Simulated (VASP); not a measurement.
Input of a VASP 6.6.1 run:

Contents of POSCAR:

```
CdSe
1.0
    0.0000000000      5.6859450000      5.6859450000
    5.6859450000      0.0000000000      5.6859450000
    5.6859450000      5.6859450000      0.0000000000
Cd Se
8 8
Direct
    0.0041761748     -0.0001384994      0.0003006536
   -0.0026453826      0.0005278806      0.4953242601
    0.0024229921      0.4958535477      0.0015916440
    0.0051123428      0.5041444298      0.5023297798
    0.4994168955      0.0035895528     -0.0033450904
    0.4952937462     -0.0009439064      0.5037903110
    0.4981892192      0.4987349508     -0.0001122944
    0.5027088725      0.4984307798      0.5027621618
    0.2509400812      0.2485371385      0.2540108109
    0.2456774556      0.2549967508      0.7463528930
    0.2421091833      0.7590923760      0.2498273374
    0.2496416163      0.7474438286      0.7513882917
    0.7544821485      0.2499626711      0.2454835564
    0.7473651258      0.2446063055      0.7543184115
    0.7488256569      0.7487292790      0.2473971345
    0.7577853813      0.7482516978      0.7534814354
```

The input INCAR.step1:

```
SYSTEM = CdSe
PREC = Accurate
ENCUT = 520
ISMEAR = -1
SIGMA = 0.052
LREAL = Auto
LASPH = .True.
NELM = 60
NBANDS = 86
GGA = PE
ALGO = Normal
EDIFF = 1E-4
LWAVE = .True.
LCHARG = .False.
```

File INCAR.step2:

```
SYSTEM = CdSe
PREC = Accurate
ENCUT = 520
EDIFF = 1E-7
ISMEAR = -1
SIGMA = 0.052
LREAL = Auto
LASPH = .True.
NELM = 60
ALGO = Normal
ISIF = 2
LWAVE = .False.
LCHARG = .True.
METAGGA = R2SCAN
LMIXTAU = .True.
LELF = .True.
LVHAR = .True.
NBANDS = 86
ISTART = 1
```

The input KPOINTS:

```
Automatic mesh
0
Gamma
  2 2 2
  0 0 0
```

Potentials or basis: VASP PAW PBE potentials, release 64 (Cd, Se).

Launch:

```console
$ cat potpaw_PBE.64/Cd/POTCAR potpaw_PBE.64/Se/POTCAR > POTCAR
$ cp INCAR.step1 INCAR
$ mpirun -np 1 vasp_std > vasp.out
$ cp INCAR.step2 INCAR
$ mpirun -np 1 vasp_std > vasp.out
```

(1) Estimate the band gap on the k mesh.

(2) Predict the largest force.

(3) Estimate the pressure.

Results:

(1) 0.08 eV.

(2) 0.381 eV/Å.

(3) 0.9 GPa.

Caveat: the k points lie up to 0.48 Å⁻¹ apart; the smearing spreads over this small gap; the atoms stand as in a frame of molecular dynamics; the structure was generated, so it needn't be the stable form of CdSe; semilocal functionals underestimate gaps, and a narrow one can read as zero; the PAW data sets were made with another functional, which shifts forces and pressure a little.
